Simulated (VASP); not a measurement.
# Si2W (P6_222) in VASP: a series of runs, part 2 of 2

VASP 6.6.1. The steps go on from the part before.

### 3 Single point, PBE

This run uses another cell than the first one, of the same volume but with other edges.

INCAR reads:

```
SYSTEM = Si2W
  ALGO = Normal
  EDIFF = 1E-6
  ENCUT = 520
  GGA = PE
  ISIF = 2
  ISMEAR = 0
  LASPH = .True.
  LCHARG = .False.
  LREAL = .False.
  LWAVE = .False.
  NBANDS = 43
  NELM = 60
  PREC = Accurate
  SIGMA = 0.03
```

KPOINTS reads:

```
k-points
0
Gamma
  9 9 6
  0 0 0
```

POSCAR reads:

```
Si2W
1.0
    4.5900641255      0.0000000000      0.0000000000
   -2.2950320628      3.9751121377      0.0000000000
    0.0000000000      0.0000000000      6.7175588476
Si W
6 3
Direct
    0.8425991990      0.6851983979      0.5000000000
    0.1574008010      0.8425991990      0.8333333333
    0.6851983979      0.8425991990      0.1666666667
    0.1574008010      0.3148016021      0.5000000000
    0.8425991990      0.1574008010      0.8333333333
    0.3148016021      0.1574008010      0.1666666667
    0.0000000000      0.5000000000      0.1666666667
    0.5000000000      0.5000000000      0.8333333333
    0.5000000000      0.0000000000      0.5000000000
```

Potentials or basis: VASP PAW PBE potentials, release 64 (Si, W_sv).

The run is started by

```console
cat potpaw_PBE.64/Si/POTCAR potpaw_PBE.64/W_sv/POTCAR > POTCAR
mpirun -np 1 vasp_std > vasp.out
```

OUTCAR:

```text
SYSTEM = Si2W
   EDIFF = 1E-6
   ENCUT = 520
   GGA = PE
   ISIF = 2
   ISMEAR = 0
   LASPH = .True.
   LREAL = .False.
   NELM = 60
   PREC = Accurate

 ion  position               nearest neighbor table
   1  0.843  0.685  0.500-   4 2.50   2 2.57   3 2.57   9 2.61   9 2.61   7 2.62   8 2.62   9 2.72
                             4 2.73   4 2.73   6 3.12   5 3.12
   2  0.157  0.843  0.833-   5 2.50   1 2.57   6 2.57   8 2.61   8 2.61   9 2.62   7 2.62   8 2.72
                             5 2.73   5 2.73   4 3.12   3 3.12
   3  0.685  0.843  0.167-   6 2.50   1 2.57   5 2.57   7 2.61   7 2.61   9 2.62   8 2.62   7 2.72
                             6 2.73   6 2.73   4 3.12   2 3.12
   4  0.157  0.315  0.500-   1 2.50   5 2.57   6 2.57   9 2.61   9 2.61   7 2.62   8 2.62   9 2.72
                             1 2.73   1 2.73   3 3.12   2 3.12
   5  0.843  0.157  0.833-   2 2.50   4 2.57   3 2.57   8 2.61   8 2.61   9 2.62   7 2.62   8 2.72
                             2 2.73   2 2.73   1 3.12   6 3.12
   6  0.315  0.157  0.167-   3 2.50   4 2.57   2 2.57   7 2.61   7 2.61   9 2.62   8 2.62   7 2.72
                             3 2.73   3 2.73   1 3.12   5 3.12
   7  0.000  0.500  0.167-   6 2.61   3 2.61   6 2.61   3 2.61   1 2.62   4 2.62   2 2.62   5 2.62
                             3 2.72   6 2.72   9 3.21   9 3.21   8 3.21   8 3.21
   8  0.500  0.500  0.833-   2 2.61   5 2.61   2 2.61   5 2.61   1 2.62   4 2.62   3 2.62   6 2.62
                             5 2.72   2 2.72   9 3.21   9 3.21   7 3.21   7 3.21
   9  0.500  0.000  0.500-   4 2.61   1 2.61   4 2.61   1 2.61   6 2.62   3 2.62   2 2.62   5 2.62
                             4 2.72   1 2.72   7 3.21   7 3.21   8 3.21   8 3.21

  LATTYP: Found a hexagonal cell.
 ALAT       =     4.5900641255
 C/A-ratio  =     1.4635000000

  Lattice vectors:

 A1 = (   4.5900641255,   0.0000000000,   0.0000000000)
 A2 = (  -2.2950320628,   3.9751121377,   0.0000000000)
 A3 = (   0.0000000000,   0.0000000000,   6.7175588476)

Analysis of symmetry for initial positions (statically):
=====================================================================
 Subroutine PRICEL returns:
 Original cell was already a primitive cell.

 Routine SETGRP: Setting up the symmetry group for a
[... 161 lines left out ...]
   GGA     = PE    functional components
   LHFCALC =     F    Hartree Fock is set to
   AEXX    =    0.0000 exact exchange contribution
   IVDW    =     0    specifies the selected vdW correction
   LEPSILON=     F    determine dielectric tensor
   LRPA    =     F    only Hartree local field effects (RPA)
 non-spin polarized calculation
 Gauss-broadening in eV      SIGMA  =   0.03
  energy-cutoff  :      520.00
  volume of cell :      122.57
 maximum number of plane-waves:      3343
 NGX is ok and might be reduce to    36

 number of electron      66.0000004 magnetization

 Free energy of the ion-electron system (eV)
  ---------------------------------------------------
  ext. energy  EPLUGINS =         0.00000000
  ---------------------------------------------------
  free energy    TOTEN  =       -73.67876873 eV

  energy without entropy =      -73.67836825  energy(sigma->0) =      -73.67856849

 E-fermi :  12.3259     XC(G=0): -12.4764

 val. band max:       12.3197506863   @ k =   0.4444  -0.0000   0.5000
 cond. band min:      12.3321387251   @ k =   0.2222   0.2222   0.0000
 fundamental gap:      0.0123880389
 Fermi energy:        12.3259447100

 k-point     1 :       0.0000    0.0000    0.0000
  band No.  band energies     occupation
      1     -61.9595      2.00000
      2     -61.9481      2.00000
      3     -61.9481      2.00000
      4     -26.3212      2.00000
      5     -26.3212      2.00000
      6     -26.3052      2.00000
[... 1093 lines left out ...]
     42      15.3855      0.00000
     43      15.7015      0.00000

 [... further k-points ...]
[... 5 lines left out ...]
  --------------------------------------------------------------------------------------
  -------------------------------------------------------------------------------------
  Total        1.3965886      1.3965886     -2.5059144     -0.0000000      0.0000000     -0.0000000
  in kB       18.2557405     18.2557405    -32.7564774     -0.0000000      0.0000000     -0.0000000
  external PRESSURE =       1.2516679 kB  Pullay stress =       0.0000000 kB

 VOLUME and BASIS-vectors are now :
 -----------------------------------------------------------------------------
  energy-cutoff  :      520.00
  volume of cell :      122.57
      direct lattice vectors                 reciprocal lattice vectors
     4.590064125  0.000000000  0.000000000     0.217861880  0.125782615  0.000000000
    -2.295032063  3.975112138  0.000000000     0.000000000  0.251565230  0.000000000
     0.000000000  0.000000000  6.717558848     0.000000000  0.000000000  0.148863601

 POSITION                                       TOTAL-FORCE (eV/Angst)
 -----------------------------------------------------------------------------------
      2.29503      2.72374      3.35878         0.000000     -0.925655      0.000000
     -1.21131      3.34943      5.59797         0.801641     -0.462827      0.000000
      1.21131      3.34943      1.11959        -0.801641     -0.462827      0.000000
     -0.00000      1.25137      3.35878        -0.000000      0.925655      0.000000
      3.50634      0.62569      5.59797        -0.801641      0.462827      0.000000
      1.08372      0.62569      1.11959         0.801641      0.462827      0.000000
     -1.14752      1.98756      1.11959         0.000000      0.000000     -0.000000
      1.14752      1.98756      5.59797         0.000000      0.000000     -0.000000
      2.29503      0.00000      3.35878        -0.000000      0.000000      0.000000
 -----------------------------------------------------------------------------------
    total drift:                               -0.000000     -0.000000      0.000000

  FREE ENERGIE OF THE ION-ELECTRON SYSTEM (eV)
  ---------------------------------------------------
  free  energy   TOTEN  =       -73.6787687309 eV

  energy  without entropy=      -73.6783682532  energy(sigma->0) =      -73.67856849
```

stdout:

```text
POSCAR found type information on POSCAR SiW
 POSCAR found :  2 types and       9 ions
 scaLAPACK will be used
 LDA part: xc-table for (Slater+PW92), standard interpolation
 POSCAR, INCAR and KPOINTS ok, starting setup
 FFT: planning ... GRIDC
 FFT: planning ... GRID_SOFT
 FFT: planning ... GRID
 WAVECAR not read
 entering main loop
```

Run time: 1.8 min. Hardware: 1 thread of Intel Xeon Platinum 8488C (Sapphire Rapids), shared host; peak memory 0.36 GiB.

What came out:

* Free energy: -73.6788 eV
* Pressure: 0.1 GPa
* Largest force: 0.926 eV/Å
* Band gap on the k mesh: 0.01 eV (least direct gap 0.76 eV)

Forces in eV/Å, atoms in the order of the input:
```
Si   0.000 -0.926  0.000
Si   0.802 -0.463  0.000
Si  -0.802 -0.463  0.000
Si   0.000  0.926  0.000
Si  -0.802  0.463  0.000
Si   0.802  0.463  0.000
W    0.000  0.000  0.000
W    0.000  0.000  0.000
W    0.000  0.000  0.000
```

Caveat: spin-orbit coupling is left out, which moves the levels of the heavy elements; an odd mesh through Γ misses points on the zone boundary, where band edges can lie.

### 4 Single point, PBE

This run uses another cell than the first one, of the same volume but with other edges.

INCAR reads:

```
PREC = Accurate
ENCUT = 520
EDIFF = 1E-6
ISMEAR = 0
SIGMA = 0.03
LREAL = F
LASPH = T
NELM = 80
ALGO = Normal
ISIF = 2
LWAVE = F
LCHARG = F
GGA = PE
NBANDS = 43
```

KPOINTS reads:

```
Automatic mesh
0
Gamma
  9 9 6
```

POSCAR reads:

```
Si2W
1.0
    4.7444861815      0.0000000000      0.0000000000
   -2.3722430908      4.1088455611      0.0000000000
    0.0000000000      0.0000000000      6.2873930878
Si W
6 3
Direct
    0.8300872726      0.6601745453      0.5000000000
    0.1699127274      0.8300872726      0.8333333333
    0.6601745453      0.8300872726      0.1666666667
    0.1699127274      0.3398254547      0.5000000000
    0.8300872726      0.1699127274      0.8333333333
    0.3398254547      0.1699127274      0.1666666667
    0.0000000000      0.5000000000      0.1666666667
    0.5000000000      0.5000000000      0.8333333333
    0.5000000000      0.0000000000      0.5000000000
```

The run is started by

```console
cat potpaw_PBE.64/Si/POTCAR potpaw_PBE.64/W_sv/POTCAR > POTCAR
mpirun -np 1 vasp_std > vasp.out
```

Run time: 1.8 min. Hardware: 1 thread of Intel Xeon Platinum 8488C (Sapphire Rapids), shared host; peak memory 0.35 GiB.

The run converged. Its results:

| Quantity | Value |
| --- | --- |
| Free energy | -73.1977 eV |
| Pressure | 4.0 GPa |
| Largest force | 0.852 eV/Å |
| Band gap on the k mesh | 0.18 eV (least direct gap 0.40 eV) |

Forces in eV/Å, atoms in the order of the input:
```
Si   0.000  0.852  0.000
Si  -0.738  0.426  0.000
Si   0.738  0.426  0.000
Si   0.000 -0.852  0.000
Si   0.738 -0.426  0.000
Si  -0.738 -0.426  0.000
W    0.000  0.000  0.000
W    0.000  0.000  0.000
W    0.000  0.000  0.000
```

Stress tensor (GPa, compression positive):
```
-4.11  0.00  0.00
 0.00 -4.11  0.00
 0.00  0.00 20.16
```

Levels at points of the mesh, in eV from the valence-band top:
| k point | band 30 | band 31 | band 32 | band 33 | band 34 | band 35 | band 36 | band 37 |
| --- | --- | --- | --- | --- | --- | --- | --- | --- |
| (0.00, 0.00, 0.00) | -3.46 | -3.38 | -3.20 | -0.86 | 1.69 | 1.69 | 2.03 | 2.17 |
| (0.00, 0.00, 0.50) | -3.15 | -2.76 | -0.27 | -0.27 | 1.91 | 2.13 | 2.20 | 2.32 |

Caveat: the cell stands under pressure; spin-orbit coupling is left out, which moves the levels of the heavy elements; an odd mesh through Γ misses points on the zone boundary, where band edges can lie.

### 5 Single point, PBE

This run uses another cell than the first one, of the same volume but with other edges.

INCAR reads:

```
PREC = Accurate
ENCUT = 520
EDIFF = 1E-6
ISMEAR = 0
SIGMA = 0.03
LREAL = False
LASPH = True
NELM = 100
ALGO = Normal
ISIF = 2
LWAVE = False
LCHARG = True
GGA = PE
LELF = True
LVHAR = True
NBANDS = 43
```

KPOINTS is that of step 4.

POSCAR reads:

```
Si2W
1.0
    4.5428566490      0.0000000000      0.0000000000
   -2.2714283245      3.9342292638      0.0000000000
    0.0000000000      0.0000000000      6.8578963974
Si W
6 3
Direct
    0.8551111253      0.7102222506      0.5000000000
    0.1448888747      0.8551111253      0.8333333333
    0.7102222506      0.8551111253      0.1666666667
    0.1448888747      0.2897777494      0.5000000000
    0.8551111253      0.1448888747      0.8333333333
    0.2897777494      0.1448888747      0.1666666667
    0.0000000000      0.5000000000      0.1666666667
    0.5000000000      0.5000000000      0.8333333333
    0.5000000000      0.0000000000      0.5000000000
```

Potentials or basis: VASP PAW PBE potentials, release 64 (Si, W_sv).

The run is started by

```console
cat potpaw_PBE.64/Si/POTCAR potpaw_PBE.64/W_sv/POTCAR > POTCAR
mpirun -np 1 vasp_std > vasp.out
```

OUTCAR:

```text
PREC = Accurate
   ENCUT = 520
   EDIFF = 1E-6
   ISMEAR = 0
   LREAL = False
   LASPH = True
   NELM = 100
   ISIF = 2
   GGA = PE

 ion  position               nearest neighbor table
   1  0.855  0.710  0.500-   4 2.28   9 2.54   9 2.54   3 2.55   2 2.55   8 2.68   7 2.68   9 2.79
                             4 2.81   4 2.81   6 3.02   5 3.02
   2  0.145  0.855  0.833-   5 2.28   8 2.54   8 2.54   1 2.55   6 2.55   9 2.68   7 2.68   8 2.79
                             5 2.81   5 2.81   4 3.02   3 3.02
   3  0.710  0.855  0.167-   6 2.28   7 2.54   7 2.54   1 2.55   5 2.55   9 2.68   8 2.68   7 2.79
                             6 2.81   6 2.81   4 3.02   2 3.02
   4  0.145  0.290  0.500-   1 2.28   9 2.54   9 2.54   6 2.55   5 2.55   8 2.68   7 2.68   9 2.79
                             1 2.81   1 2.81   3 3.02   2 3.02
   5  0.855  0.145  0.833-   2 2.28   8 2.54   8 2.54   4 2.55   3 2.55   9 2.68   7 2.68   8 2.79
                             2 2.81   2 2.81   1 3.02   6 3.02
   6  0.290  0.145  0.167-   3 2.28   7 2.54   7 2.54   4 2.55   2 2.55   9 2.68   8 2.68   7 2.79
                             3 2.81   3 2.81   1 3.02   5 3.02
   7  0.000  0.500  0.167-   3 2.54   6 2.54   6 2.54   3 2.54   1 2.68   4 2.68   2 2.68   5 2.68
                             3 2.79   6 2.79   9 3.22   9 3.22   8 3.22   8 3.22
[... 214 lines left out ...]
  band No.  band energies     occupation
      1     -62.0074      2.00000
      2     -61.9969      2.00000
      3     -61.9969      2.00000
      4     -26.4298      2.00000
      5     -26.4298      2.00000
      6     -26.3708      2.00000
[... 1093 lines left out ...]
     42      15.3503      0.00000
     43      15.8004      0.00000

 [... further k-points ...]
[... 5 lines left out ...]
  --------------------------------------------------------------------------------------
  -------------------------------------------------------------------------------------
  Total        7.5998279      7.5998279     -5.8790151     -0.0000000      0.0000000      0.0000000
  in kB       99.3424167     99.3424167    -76.8485253     -0.0000000      0.0000000      0.0000000
  external PRESSURE =      40.6121027 kB  Pullay stress =       0.0000000 kB

 VOLUME and BASIS-vectors are now :
 -----------------------------------------------------------------------------
  energy-cutoff  :      520.00
  volume of cell :      122.57
      direct lattice vectors                 reciprocal lattice vectors
     4.542856649  0.000000000  0.000000000     0.220125810  0.127089696  0.000000000
    -2.271428324  3.934229264  0.000000000     0.000000000  0.254179391  0.000000000
     0.000000000  0.000000000  6.857896397     0.000000000  0.000000000  0.145817309

 POSITION                                       TOTAL-FORCE (eV/Angst)
 -----------------------------------------------------------------------------------
      2.27143      2.79418      3.42895         0.000000     -3.402898     -0.000000
     -1.28411      3.36420      5.71491         2.946997     -1.701449     -0.000000
      1.28411      3.36420      1.14298        -2.946997     -1.701449     -0.000000
      0.00000      1.14005      3.42895         0.000000      3.402898     -0.000000
      3.55554      0.57003      5.71491        -2.946997      1.701449     -0.000000
      0.98731      0.57003      1.14298         2.946997      1.701449     -0.000000
     -1.13571      1.96711      1.14298        -0.000000     -0.000000     -0.000000
      1.13571      1.96711      5.71491        -0.000000     -0.000000      0.000000
      2.27143      0.00000      3.42895         0.000000     -0.000000     -0.000000
 -----------------------------------------------------------------------------------
    total drift:                               -0.000000      0.000000      0.000000

  FREE ENERGIE OF THE ION-ELECTRON SYSTEM (eV)
  ---------------------------------------------------
  free  energy   TOTEN  =       -72.2739247200 eV

  energy  without entropy=      -72.2731091118  energy(sigma->0) =      -72.27351692
```

Wall time 4.9 min (1 thread of Intel Xeon 6975P-C (Granite Rapids), shared host); peak memory 0.36 GiB.

Results:

```yaml
Free_energy: -72.2739 eV
Pressure: 4.1 GPa
Largest_force: 3.403 eV/Å
Band_gap_on_the_k_mesh: zero (bands 33 and 34 overlap by 0.27 eV)
```

Forces on the atoms (eV/Å):
```
Si   0.000 -3.403  0.000
Si   2.947 -1.701  0.000
Si  -2.947 -1.701  0.000
Si   0.000  3.403  0.000
Si  -2.947  1.701  0.000
Si   2.947  1.701  0.000
W    0.000  0.000  0.000
W    0.000  0.000  0.000
W    0.000  0.000  0.000
```

Caveat: the cell stands under pressure; spin-orbit coupling is left out, which moves the levels of the heavy elements; forces of over 1 eV/Å act on the atoms, so gaps and moduli don't describe the material at rest.

### 6 Overview

```csv
cell,gap on the mesh (eV),pressure (GPa),largest force (eV/Å)
"a = 4.691, b = 4.691, c = 6.432 Å, angles 90.0, 90.0, 120.0°, 9 atoms, atomic positions A",0.03,1.3,0.74
"a = 4.590, b = 4.590, c = 6.718 Å, angles 90.0, 90.0, 120.0°, 9 atoms, atomic positions A",0.01,0.1,0.93
"a = 4.744, b = 4.744, c = 6.287 Å, angles 90.0, 90.0, 120.0°, 9 atoms, atomic positions B",0.18,4.0,0.85
"a = 4.543, b = 4.543, c = 6.858 Å, angles 90.0, 90.0, 120.0°, 9 atoms, atomic positions C",none,4.1,3.40
```

Alike in all rows: task single point; level PBE; potentials or basis VASP PAW PBE potentials, release 64 (Si, W_sv); no spin polarisation; k mesh 9 × 9 × 6; cutoff (eV) 520; smearing gaussian 0.03 eV.

Caveats: spin-orbit coupling is left out, which moves the levels of the heavy elements; an odd mesh through Γ misses points on the zone boundary, where band edges can lie (at least some runs); the cell stands under pressure (at least some runs); forces of over 1 eV/Å act on the atoms, so gaps and moduli don't describe the material at rest (at least some runs).

Absolute energies hang on the potentials; compare differences alone.
